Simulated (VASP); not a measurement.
Ge: single point with PBEsol

Ge:

```
CELL_PARAMETERS angstrom
3.99697 0.00000 0.00000
-1.99848 3.46148 0.00000
0.00000 0.00000 6.59637
ATOMIC_POSITIONS crystal
Ge 0.54109 0.24141 0.06291
Ge 0.33333 0.66667 0.56291
Ge 0.66667 0.33333 0.43709
Ge 0.33333 0.66667 0.93709
```

This cell differs from its parent crystal: atom 1 (Ge) moved -0.450 Å along Cartesian [1 1 0].

- Program: VASP 6.6.1
- Task: single point
- Functional: PBEsol
- Potentials or basis: VASP PAW PBE potentials, release 64 (Ge_d)
- Cutoff: 520 eV
- k mesh: 12 × 12 × 8
- Occupations: gaussian, width 0.15 eV
- Spin: no spin polarisation

| Quantity | Value |
| --- | --- |
| Pressure | 2.3 GPa |
| Largest force | 3.858 eV/Å |
| Band gap on the k mesh | zero (bands 28 and 29 overlap by 0.99 eV) |

Forces in eV/Å, atoms in the order of the input:
```
Ge   1.120  3.420  1.391
Ge   0.060  0.056  0.011
Ge  -0.191 -0.200 -0.212
Ge  -0.989 -3.276 -1.190
```

Stress tensor (GPa, compression positive):
```
-1.33 -3.57  0.48
-3.57  7.88  3.41
 0.48  3.41  0.37
```

Levels at points of the mesh, in eV from the Fermi level:
| k point | band 24 | band 25 | band 26 | band 27 | band 28 | band 29 | band 30 | band 31 | band 32 | band 33 |
| --- | --- | --- | --- | --- | --- | --- | --- | --- | --- | --- |
| (0.00, 0.00, 0.00) | -2.47 | -1.17 | -0.61 | -0.34 | -0.23 | -0.13 | 1.14 | 1.40 | 2.42 | 2.74 |
| (0.50, 0.00, 0.00) | -5.96 | -4.83 | -3.55 | -2.44 | -1.85 | -0.26 | 1.10 | 2.50 | 3.54 | 4.03 |
| (0.00, 0.50, 0.00) | -7.53 | -4.49 | -3.40 | -2.94 | -1.28 | 0.42 | 1.75 | 3.18 | 3.87 | 4.64 |
| (0.50, 0.50, 0.00) | -7.12 | -4.67 | -3.19 | -2.86 | -1.21 | 0.12 | 1.38 | 3.06 | 3.65 | 4.63 |
| (0.00, 0.00, 0.50) | -4.91 | -2.22 | -1.00 | -0.97 | 0.36 | 0.50 | 0.65 | 1.66 | 3.19 | 3.26 |
| (0.50, 0.00, 0.50) | -6.52 | -3.27 | -3.09 | -2.71 | -2.53 | 0.01 | 0.68 | 1.37 | 2.41 | 5.88 |
| (0.00, 0.50, 0.50) | -7.95 | -2.82 | -2.71 | -2.41 | -1.77 | -0.12 | 0.53 | 1.71 | 2.06 | 5.96 |
| (0.50, 0.50, 0.50) | -8.08 | -3.05 | -2.81 | -2.40 | -1.55 | 0.14 | 0.22 | 1.60 | 1.88 | 5.89 |

Wall time 31 min on 1 thread of Oxide Virtual Turin-like Processor, on a shared host, peak memory 1.2 GiB.

Caveat: the cell differs from its parent crystal (atom 1 (Ge) moved -0.450 Å along Cartesian [1 1 0]); the stress differs along the axes, from -1 to 8 GPa; the PAW data sets were made with another functional, which shifts forces and pressure a little.
